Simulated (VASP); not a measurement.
**ZnO2: single point with PBE+D3(BJ)**

ZnO2, a sheet with vacuum:

```
Zn O
1.0
     3.10403    0.00000    0.00000
    -1.55202    2.68817    0.00000
     0.00000    0.00000   37.40922
Zn O
2 4
Direct
  0.66667 0.33333 0.22794
  0.00000 0.00000 0.33333
  0.00000 0.00000 0.25331
  0.33333 0.66667 0.20307
  0.33333 0.66667 0.30821
  0.66667 0.33333 0.35822
```

```
Program                : VASP 6.6.1
Task                   : single point
Functional             : PBE
Dispersion             : D3(BJ)
Potentials or basis    : VASP PAW PBE potentials, release 64 (Zn, O)
Cutoff                 : 520 eV
k mesh                 : 6 × 6 × 1
Occupations            : gaussian, width 0.1 eV
Spin                   : collinear spin, ferromagnetic start
Starting moments       : [0.0, 0.0, 1.0, 1.0, 1.0, 1.0] μB
Dipole correction      : yes
Further INCAR settings : ALGO = Normal; EDIFF = 1e-06; NBANDS = 37
```

```json
{"Largest force": "0.097 eV/Å", "Band gap on the k mesh": "zero (filled and empty bands overlap)", "Net moment": "4.00 μB per cell", "Site moments": "Zn +0.16; O +0.80, +0.76, +0.81 μB", "Valence electrons inside the program's atomic spheres": "Zn 10.79, 10.80; O 4.84", "Dispersion energy per atom": "-0.128 eV"}
```

Forces in eV/Å, atoms in the order of the input:
```
Zn   0.000  0.000  0.001
Zn   0.000  0.000  0.004
O    0.000  0.000  0.090
O    0.000  0.000 -0.082
O    0.000  0.000 -0.097
O    0.000  0.000  0.084
```

Levels at points of the mesh, in eV from the Fermi level:
Spin up:
```
           k point  band 23  band 24  band 25  band 26  band 27  band 28  band 29  band 30
(0.00, 0.00, 0.00)    -0.72    -0.72    -0.62    -0.62     4.83     5.58     7.18     7.45
(0.50, 0.00, 0.00)    -1.22    -0.99    -0.66    -0.42     8.45     8.56    10.08    10.23
```
Spin down:
| k point | band 20 | band 21 | band 22 | band 23 | band 24 | band 25 |
| --- | --- | --- | --- | --- | --- | --- |
| (0.00, 0.00, 0.00) | -0.43 | -0.43 | 0.41 | 0.41 | 0.50 | 0.53 |
| (0.50, 0.00, 0.00) | -2.03 | -0.76 | -0.53 | 0.47 | 0.52 | 0.77 |

Wall time 9.9 min on 1 thread of Intel(R) Xeon(R) Platinum 8488C (Sapphire Rapids) (shared host), peak memory 0.58 GiB.

Caveat: the k points lie up to 0.39 Å⁻¹ apart.
